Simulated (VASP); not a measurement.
# AlCo (Pm-3m) in VASP: notebook

Runs on AlCo. Level: LDA. Tasks: single point.

Program: VASP 6.6.1. These are calculated values, not measurements. Logs are shortened: lines on timing, memory, paths and dates and some standing lists are left out, and cuts for length are marked.

### Step 1. The cell of the first run

Symmetry: Pm-3m, No. 221, cubic system. Conventional cell: a = 2.762 Å, b = 2.762 Å, c = 2.762 Å, α = 90.00°, β = 90.00°, γ = 90.00°. Al (site symmetry m-3m) has 8 Co at 2.39 Å and 6 Al at 2.76 Å within 3.2 Å. Within 3.2 Å of Co (site symmetry m-3m) lie 8 Al at 2.39 Å and 6 Co at 2.76 Å.

### Step 2. Single point, LDA, collinear spin, ferromagnetic start

Input file INCAR:

```
PREC     = Accurate       # precision mode
ENCUT    = 520            # plane-wave cutoff, eV
EDIFF    = 1E-6           # SCF threshold, eV
ISMEAR   = 0              # smearing method
SIGMA    = 0.05           # smearing width, eV
LREAL    = F              # projectors in reciprocal space
LASPH    = T              # aspherical terms in the spheres
NELM     = 150            # most SCF steps
ALGO     = Normal         # electronic algorithm
ISIF     = 2              # what is computed and relaxed
LWAVE    = F              # write WAVECAR
LCHARG   = F              # write CHGCAR
ISPIN    = 2              # spin polarisation
MAGMOM   = 0 2.5          # initial moments
LORBIT   = 11             # projections on sites
LMAXMIX  = 4              # l up to which the mixer works
GGA      = CA             # functional
NBANDS   = 17             # bands
```

Input file KPOINTS:

```
Automatic mesh
0
Gamma
  10 10 10
```

Input file POSCAR:

```
AlCo
1.0
    2.7618480137      0.0000000000      0.0000000000
    0.0000000000      2.7618480137      0.0000000000
    0.0000000000      0.0000000000      2.7618480137
Al Co
1 1
Direct
    0.0000000000      0.0000000000      0.0000000000
    0.5000000000      0.5000000000      0.5000000000
```

Potentials or basis: VASP PAW LDA potentials, release 64 (Al, Co).

On the command line:

```sh
$ cat potpaw_LDA.64/Al/POTCAR potpaw_LDA.64/Co/POTCAR > POTCAR
$ mpirun -np 1 vasp_std > vasp.out
```

OUTCAR:

```text
PREC = Accurate
   ENCUT = 520
   EDIFF = 1E-6
   ISMEAR = 0
   LREAL = F
   LASPH = T
   NELM = 150
   ISIF = 2
   ISPIN = 2
   LORBIT = 11
   GGA = CA

 ion  position               nearest neighbor table
   1  0.000  0.000  0.000-   2 2.39   2 2.39   2 2.39   2 2.39   2 2.39   2 2.39   2 2.39   2 2.39

   2  0.500  0.500  0.500-   1 2.39   1 2.39   1 2.39   1 2.39   1 2.39   1 2.39   1 2.39   1 2.39

  LATTYP: Found a simple cubic cell.
 ALAT       =     2.7618480137

  Lattice vectors:

 A1 = (   2.7618480137,   0.0000000000,   0.0000000000)
 A2 = (   0.0000000000,   2.7618480137,   0.0000000000)
 A3 = (   0.0000000000,   0.0000000000,   2.7618480137)

Analysis of symmetry for initial positions (statically):
=====================================================================
 Subroutine PRICEL returns:
 Original cell was already a primitive cell.

 Routine SETGRP: Setting up the symmetry group for a
 simple cubic supercell.

 Subroutine GETGRP returns: Found 48 space group operations
 (whereof 48 operations were pure point group operations)
 out of a pool of 48 trial point group operations.

The static configuration has the point symmetry O_h .

Analysis of symmetry for dynamics (positions and initial velocities):
=====================================================================
 Subroutine PRICEL returns:
 Original cell was already a primitive cell.

 Routine SETGRP: Setting up the symmetry group for a
 simple cubic supercell.

 Subroutine GETGRP returns: Found 48 space group operations
 (whereof 48 operations were pure point group operations)
 out of a pool of 48 trial point group operations.

The dynamic configuration has the point symmetry O_h .

Analysis of structural, dynamic, and magnetic symmetry:
=====================================================================
 Subroutine PRICEL returns:
 Original cell was already a primitive cell.

 Routine SETGRP: Setting up the symmetry group for a
 simple cubic supercell.

 Subroutine GETGRP returns: Found 48 space group operations
 (whereof 48 operations were pure point group operations)
 out of a pool of 48 trial point group operations.

The overall configuration has the point symmetry O_h .

 Subroutine INISYM returns: Found 48 space group operations
 (whereof 48 operations are pure point group operations),
 and found     1 'primitive' translations

----------------------------------------------------------------------------------------

                                     Primitive cell

  volume of cell :      21.0668

  direct lattice vectors                    reciprocal lattice vectors
     2.761848014  0.000000000  0.000000000     0.362076405  0.000000000  0.000000000
     0.000000000  2.761848014  0.000000000     0.000000000  0.362076405  0.000000000
     0.000000000  0.000000000  2.761848014     0.000000000  0.000000000  0.362076405

  length of vectors
     2.761848014  2.761848014  2.761848014     0.362076405  0.362076405  0.362076405

  position of ions in fractional coordinates (direct lattice)
     0.000000000  0.000000000  0.000000000
     0.500000000  0.500000000  0.500000000

  ion indices of the primitive-cell ions
   primitive index   ion index
                 1           1
                 2           2

----------------------------------------------------------------------------------------

 KPOINTS: Automatic mesh

Automatic generation of k-mesh.
 Grid dimensions read from file:
 generate k-points for:   10   10   10

 Generating k-lattice:

  Cartesian coordinates                     Fractional coordinates (reciprocal lattice)
     0.036207641  0.000000000  0.000000000     0.100000000  0.000000000  0.000000000
     0.000000000  0.036207641  0.000000000     0.000000000  0.100000000  0.000000000
     0.000000000  0.000000000  0.036207641     0.000000000  0.000000000  0.100000000

  Length of vectors
     0.036207641  0.036207641  0.036207641

  Shift w.r.t. Gamma in fractional coordinates (k-lattice)
     0.000000000  0.000000000  0.000000000

 Subroutine IBZKPT returns following result:
 ===========================================

 Found     56 irreducible k-points:

 Following reciprocal coordinates:
            Coordinates               Weight
  0.000000  0.000000  0.000000      1.000000
  0.100000  0.000000  0.000000      6.000000
  0.200000  0.000000  0.000000      6.000000
  0.300000  0.000000  0.000000      6.000000
  0.400000  0.000000  0.000000      6.000000
  0.500000  0.000000  0.000000      3.000000
[... 16 lines left out ...]
  0.200000  0.100000  0.100000     24.000000
  0.300000  0.100000  0.100000     24.000000
 [... further k-points ...]
   k-points           NKPTS =     56   k-points in BZ     NKDIM =     56   number of bands    NBANDS=     17
   number of dos      NEDOS =    301   number of ions     NIONS =      2
   total plane-waves  NPLWV =  13824
   dimension x,y,z NGX =    24 NGY =   24 NGZ =   24
   dimension x,y,z NGXF=    48 NGYF=   48 NGZF=   48
   ions per type =               1   1
   NGX,Y,Z   is equivalent  to a cutoff of  14.45, 14.45, 14.45 a.u.
   NGXF,Y,Z  is equivalent  to a cutoff of  28.89, 28.89, 28.89 a.u.
 SYSTEM =  unknown system
   PREC   = accura    normal or accurate (medium, high low for compatibility)
   ISTART =      0    job   : 0-new  1-cont  2-samecut
   ICHARG =      2    charge: 1-file 2-atom 10-const
   ISPIN  =      2    spin polarized calculation?
   LNONCOLLINEAR =      F non collinear calculations
   LSORBIT =      F    spin-orbit coupling
   LASPH  =      T    aspherical Exc in radial PAW
   ENCUT  =  520.0 eV  38.22 Ry    6.18 a.u.   5.14  5.14  5.14*2*pi/ulx,y,z
   NELM   =    150;   NELMIN=  2; NELMDL= -5     # of ELM steps
   EDIFF  = 0.1E-05   stopping-criterion for ELM
   LREAL  =      F    real-space projection
[... 7 lines left out ...]
   TEBEG  =    0.0;   TEEND  =   0.0 temperature during run
   PSTRESS=    0.0 pullay stress
   NELECT =      12.0000    total number of electrons
   NUPDOWN=      -1.0000    fix difference up-down
   EMIN   =  10.00;   EMAX   =-10.00  energy-range for DOS
   EFERMI =   0.00;   METHOD = LEGACY
   ISMEAR =     0;   SIGMA  =   0.05  broadening in eV -4-tet -1-fermi 0-gaus
   EFERMI_NEDOS =   21; number of points for ismear=-14 and -15
   IALGO  =     38    algorithm
   IMIX   =      4    mixing-type and parameters
     AMIX     =   0.40;   BMIX     =  1.00
     AMIX_MAG =   1.60;   BMIX_MAG =  1.00
  volume/ion in A,a.u.               =      10.53        71.08
  Fermi-wavevector in a.u.,A,eV,Ry     =   1.357070  2.564490 25.057007  1.841638
  Thomas-Fermi vector in A             =   2.484019
   LORBIT       =     11    0 simple, 1 ext, 2 COOP (PROOUT), +10 PAW based schemes
   GGA     = CA    functional components
   LHFCALC =     F    Hartree Fock is set to
   AEXX    =    0.0000 exact exchange contribution
   IVDW    =     0    specifies the selected vdW correction
   LEPSILON=     F    determine dielectric tensor
   LRPA    =     F    only Hartree local field effects (RPA)
 spin polarized calculation
 Gauss-broadening in eV      SIGMA  =   0.05
  energy-cutoff  :      520.00
  volume of cell :       21.07
 maximum number of plane-waves:       587
 NGX is ok and might be reduce to    24
   NGX = 11   NGY = 11   NGZ = 11

 number of electron      12.0000002 magnetization       0.0061604

 number of electron      12.0000002 magnetization      -0.0004446

 Free energy of the ion-electron system (eV)
  ---------------------------------------------------
  ext. energy  EPLUGINS =         0.00000000
  ---------------------------------------------------
  free energy    TOTEN  =       -13.69304318 eV

  energy without entropy =      -13.69273954  energy(sigma->0) =      -13.69289136

 E-fermi :  11.5818     XC(G=0): -12.9806

 val. band max:       11.5301080620   @ k =   0.5000   0.4000   0.1000
 cond. band min:      11.6711582656   @ k =   0.5000   0.3000   0.0000
 fundamental gap:      0.1410502037
 Fermi energy:        11.5818392400

 spin component 1

 k-point     1 :       0.0000    0.0000    0.0000
  band No.  band energies     occupation
      1      -0.0421      1.00000
      2       8.1696      1.00000
      3       8.1696      1.00000
      4      10.6817      1.00000
      5      10.6817      1.00000
      6      10.6817      1.00000
[... 9 lines left out ...]
     16      36.3660      0.00000
     17      36.3660      0.00000

 k-point     2 :       0.1000    0.0000    0.0000
  band No.  band energies     occupation
      1       0.1603      1.00000
      2       8.1568      1.00000
      3       8.2282      1.00000
      4      10.5685      1.00000
      5      10.5685      1.00000
      6      10.6942      1.00000
[... 9 lines left out ...]
     16      34.4226      0.00000
     17      37.1964      0.00000
[... 421 lines left out ...]
 k-point    24 :       0.3000    0.1000    0.1000
  band No.  band energies     occupation
      1       2.1034      1.00000
      2       7.5944      1.00000
      3       8.6267      1.00000
      4       9.8289      1.00000
      5       9.9421      1.00000
      6      10.5533      1.00000
[... 9 lines left out ...]
     16      33.9591      0.00000
     17      34.9488      0.00000

 [... further k-points ...]

 spin component 2

 k-point     1 :       0.0000    0.0000    0.0000
  band No.  band energies     occupation
      1      -0.0422      1.00000
      2       8.1689      1.00000
      3       8.1689      1.00000
      4      10.6811      1.00000
      5      10.6811      1.00000
      6      10.6811      1.00000
[... 9 lines left out ...]
     16      36.3659      0.00000
     17      36.3659      0.00000

 k-point     2 :       0.1000    0.0000    0.0000
  band No.  band energies     occupation
      1       0.1602      1.00000
      2       8.1562      1.00000
      3       8.2276      1.00000
      4      10.5679      1.00000
      5      10.5679      1.00000
      6      10.6936      1.00000
[... 9 lines left out ...]
     16      34.4224      0.00000
     17      37.1966      0.00000
[... 421 lines left out ...]
 k-point    24 :       0.3000    0.1000    0.1000
  band No.  band energies     occupation
      1       2.1033      1.00000
      2       7.5940      1.00000
      3       8.6260      1.00000
      4       9.8283      1.00000
      5       9.9415      1.00000
      6      10.5527      1.00000
[... 9 lines left out ...]
     16      33.9589      0.00000
     17      34.9487      0.00000

 [... further k-points ...]
[... 5 lines left out ...]
  --------------------------------------------------------------------------------------
  -------------------------------------------------------------------------------------
  Total        1.0542024      1.0542024      1.0542024     -0.0000000     -0.0000000      0.0000000
  in kB       80.1743118     80.1743118     80.1743118     -0.0000000     -0.0000000      0.0000000
  external PRESSURE =      80.1743118 kB  Pullay stress =       0.0000000 kB

 VOLUME and BASIS-vectors are now :
 -----------------------------------------------------------------------------
  energy-cutoff  :      520.00
  volume of cell :       21.07
      direct lattice vectors                 reciprocal lattice vectors
     2.761848014  0.000000000  0.000000000     0.362076405  0.000000000  0.000000000
     0.000000000  2.761848014  0.000000000     0.000000000  0.362076405  0.000000000
     0.000000000  0.000000000  2.761848014     0.000000000  0.000000000  0.362076405

 POSITION                                       TOTAL-FORCE (eV/Angst)
 -----------------------------------------------------------------------------------
      0.00000      0.00000      0.00000         0.000000      0.000000      0.000000
      1.38092      1.38092      1.38092         0.000000      0.000000      0.000000
 -----------------------------------------------------------------------------------
    total drift:                                0.000000     -0.000000     -0.000000

  FREE ENERGIE OF THE ION-ELECTRON SYSTEM (eV)
  ---------------------------------------------------
  free  energy   TOTEN  =       -13.6930431846 eV

  energy  without entropy=      -13.6927395384  energy(sigma->0) =      -13.69289136

 total charge

# of ion       s       p       d       tot
------------------------------------------
    1        0.413   0.478   0.000   0.890
    2        0.474   0.587   7.605   8.666
--------------------------------------------------
tot          0.887   1.065   7.605   9.557

 magnetization (x)

# of ion       s       p       d       tot
------------------------------------------
    1        0.000   0.000   0.000   0.000
    2        0.000   0.000  -0.000  -0.000
--------------------------------------------------
tot          0.000   0.000  -0.000  -0.000
```

Wall time 18 s (1 thread of Intel Xeon Platinum 8488C (Sapphire Rapids), shared host); peak memory 0.15 GiB.

Results:

```
Free energy                                           : -13.6930 eV
Pressure                                              : 8.0 GPa
Band gap on the k mesh                                : zero (filled and empty bands overlap)
Net moment                                            : 0.00 μB per cell
Valence electrons inside the program's atomic spheres : Al 0.89; Co 8.67
```

Caveat: the starting moments collapsed, and a magnetic state may lie lower.

### Step 3. Single point, LDA, collinear spin, ferromagnetic start

This run uses another cell than the first one, of 10.87 Å³/atom, 1.032 times its volume.

Edit INCAR of step 2 so:

```diff
@@ -5,4 +5,4 @@
 SIGMA    = 0.05           # smearing width, eV
-LREAL    = F              # projectors in reciprocal space
-LASPH    = T              # aspherical terms in the spheres
+LREAL    = False          # projectors in reciprocal space
+LASPH    = True           # aspherical terms in the spheres
 NELM     = 150            # most SCF steps
@@ -10,4 +10,4 @@
 ISIF     = 2              # what is computed and relaxed
-LWAVE    = F              # write WAVECAR
-LCHARG   = F              # write CHGCAR
+LWAVE    = False          # write WAVECAR
+LCHARG   = False          # write CHGCAR
 ISPIN    = 2              # spin polarisation
```

Input file KPOINTS:

```
regular mesh
0
Gamma
  10 10 10
```

Input file POSCAR:

```
AlCo
1.0
    2.7909222346      0.0000000000      0.0000000000
    0.0000000000      2.7909222346      0.0000000000
    0.0000000000      0.0000000000      2.7909222346
Al Co
1 1
Direct
    0.0000000000      0.0000000000      0.0000000000
    0.5000000000      0.5000000000      0.5000000000
```

Potentials or basis: VASP PAW LDA potentials, release 64 (Al, Co).

On the command line:

```sh
$ cat potpaw_LDA.64/Al/POTCAR potpaw_LDA.64/Co/POTCAR > POTCAR
$ mpirun -np 1 vasp_std > vasp.out
```

Wall time 22 s (1 thread of Intel Xeon Platinum 8488C (Sapphire Rapids), shared host); peak memory 0.16 GiB.

Results (log left out):

- Free energy: -13.7113 eV
- Pressure: 0.9 GPa
- Band gap on the k mesh: zero (filled and empty bands overlap)
- Net moment: 0.00 μB per cell
- Valence electrons inside the program's atomic spheres: Al 0.87; Co 8.60

Levels at points of the mesh, in eV from the Fermi level:
Spin up:
```tsv
k point	band 4	band 5	band 6	band 7	band 8	band 9
(0.00, 0.00, 0.00)	-0.86	-0.86	-0.86	6.30	6.30	6.30
(0.50, 0.00, 0.00)	-1.81	-1.81	-0.74	0.20	8.59	10.97
(0.50, 0.50, 0.00)	-2.71	-1.60	-1.60	-0.27	2.63	3.91
(0.50, 0.50, 0.50)	-0.23	-0.23	2.46	2.46	2.46	4.65
```
Spin down:
| k point | band 2 | band 3 | band 4 | band 5 | band 6 | band 7 | band 8 | band 9 | band 10 | band 11 |
| --- | --- | --- | --- | --- | --- | --- | --- | --- | --- | --- |
| (0.00, 0.00, 0.00) | -3.26 | -3.26 | -0.86 | -0.86 | -0.86 | 6.30 | 6.30 | 6.30 | 9.11 | 9.11 |
| (0.50, 0.00, 0.00) | -6.88 | -2.62 | -1.82 | -1.82 | -0.74 | 0.20 | 8.59 | 10.97 | 10.97 | 12.32 |
| (0.50, 0.50, 0.00) | -3.31 | -2.71 | -2.71 | -1.60 | -1.60 | -0.27 | 2.63 | 3.91 | 13.38 | 16.46 |
| (0.50, 0.50, 0.50) | -4.18 | -4.18 | -0.23 | -0.23 | 2.46 | 2.46 | 2.46 | 4.65 | 5.78 | 5.78 |

Caveat: the starting moments collapsed, and a magnetic state may lie lower.

### Step 4. Single point, LDA, collinear spin, ferromagnetic start

This run uses another cell than the first one, of 11.21 Å³/atom, 1.064 times its volume.

Input file INCAR:

```
SYSTEM = AlCo
PREC = Accurate ; ENCUT = 520
EDIFF = 1E-6 ; ISMEAR = 0
SIGMA = 0.05 ; LREAL = .FALSE.
LASPH = .TRUE. ; NELM = 150
ALGO = Normal ; ISIF = 2
LWAVE = .FALSE. ; LCHARG = .FALSE.
ISPIN = 2 ; MAGMOM = 0 2.5
LORBIT = 11 ; LMAXMIX = 4
NBANDS = 17
```

Input file KPOINTS:

```
regular mesh
0
G
  10 10 10
  0 0 0
```

Input file POSCAR:

```
AlCo
1.0
    2.8194030000      0.0000000000      0.0000000000
    0.0000000000      2.8194030000      0.0000000000
    0.0000000000      0.0000000000      2.8194030000
Al Co
1 1
Direct
    0.0000000000      0.0000000000      0.0000000000
    0.5000000000      0.5000000000      0.5000000000
```

On the command line:

```sh
$ cat potpaw_LDA.64/Al/POTCAR potpaw_LDA.64/Co/POTCAR > POTCAR
$ mpirun -np 1 vasp_std > vasp.out
```

It took 18 s on 1 thread of Intel Xeon Platinum 8488C (Sapphire Rapids), shared host; peak memory 0.16 GiB.

It converged, with:

* Free energy: -13.7020 eV
* Pressure: -5.0 GPa
* Band gap on the k mesh: zero (filled and empty bands overlap)
* Net moment: 0.00 μB per cell
* Valence electrons inside the program's atomic spheres: Al 0.85; Co 8.54

Levels at points of the mesh, in eV from the Fermi level:
Spin up:
| k point | band 2 | band 3 | band 4 | band 5 | band 6 | band 7 | band 8 | band 9 | band 10 | band 11 |
| --- | --- | --- | --- | --- | --- | --- | --- | --- | --- | --- |
| (0.00, 0.00, 0.00) | -3.11 | -3.11 | -0.83 | -0.83 | -0.83 | 6.13 | 6.13 | 6.13 | 8.98 | 8.98 |
| (0.50, 0.00, 0.00) | -6.72 | -2.51 | -1.74 | -1.74 | -0.71 | 0.18 | 8.56 | 10.80 | 10.80 | 11.97 |
| (0.50, 0.50, 0.00) | -3.18 | -2.65 | -2.65 | -1.53 | -1.53 | -0.27 | 2.53 | 3.71 | 13.01 | 16.18 |
| (0.50, 0.50, 0.50) | -4.03 | -4.03 | -0.23 | -0.23 | 2.46 | 2.46 | 2.46 | 4.35 | 5.60 | 5.60 |
Spin down:
```csv
k point,band 2,band 3,band 4,band 5,band 6,band 7,band 8,band 9,band 10,band 11
"(0.00, 0.00, 0.00)",-3.12,-3.12,-0.83,-0.83,-0.83,6.13,6.13,6.13,8.98,8.98
"(0.50, 0.00, 0.00)",-6.72,-2.51,-1.75,-1.75,-0.71,0.18,8.56,10.80,10.80,11.97
"(0.50, 0.50, 0.00)",-3.18,-2.65,-2.65,-1.53,-1.53,-0.27,2.53,3.71,13.01,16.18
"(0.50, 0.50, 0.50)",-4.04,-4.04,-0.23,-0.23,2.46,2.46,2.46,4.35,5.60,5.60
```

Caveat: the starting moments collapsed, and a magnetic state may lie lower.
